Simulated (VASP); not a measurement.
Set up this calculation in VASP 6.6.1, as the native input.

```
Task                   : single point
Functional             : LDA
Potentials or basis    : VASP PAW LDA potentials, release 64 (Ba_sv)
Cutoff                 : 520 eV
k mesh                 : 9 × 9 × 12
Occupations            : gaussian, width 0.15 eV
Spin                   : no spin polarisation
Dipole correction      : no
Further INCAR settings : ALGO = Fast; EDIFF = 1e-07; NBANDS = 17
```

The structure of Ba lies in POSCAR:

```
Ba
1.0
    6.9960670735      0.0000000000      0.0000000000
   -3.4980335368      6.0587718122      0.0000000000
    0.0000000000      0.0000000000      3.9093935500
Ba
2
Direct
    0.3333333333      0.6666666667      0.5000000000
    0.6666666667      0.3333333333      0.5000000000
```

This isn't the form of Ba at room conditions, which is bcc.

The input as run:

INCAR

```
SYSTEM = Ba
ALGO = Fast ; EDIFF = 1E-7
ENCUT = 520 ; ISIF = 2
ISMEAR = 0 ; LASPH = .True.
LCHARG = .True. ; LELF = .True.
LREAL = .False. ; LVHAR = .True.
LWAVE = .False. ; NBANDS = 17
NELM = 100 ; PREC = Accurate
SIGMA = 0.15
```

KPOINTS

```
k-points
0
Gamma
  9 9 12
  0 0 0
```

Potentials or basis: VASP PAW LDA potentials, release 64 (Ba_sv).

Run with:

```bash
$ cat potpaw_LDA.64/Ba_sv/POTCAR > POTCAR
$ mpirun -np 1 vasp_std > vasp.out
```

Results of the run:

```yaml
Pressure: -0.5 GPa
Band_gap_on_the_k_mesh: zero (bands 10 and 11 overlap by 0.91 eV)
```

Caveat: spin-orbit coupling is left out, which moves the levels of the heavy elements.

Run time: 3.8 min on 1 thread of Intel(R) Xeon(R) 6975P-C (Granite Rapids) (shared host), peak memory 0.34 GiB.
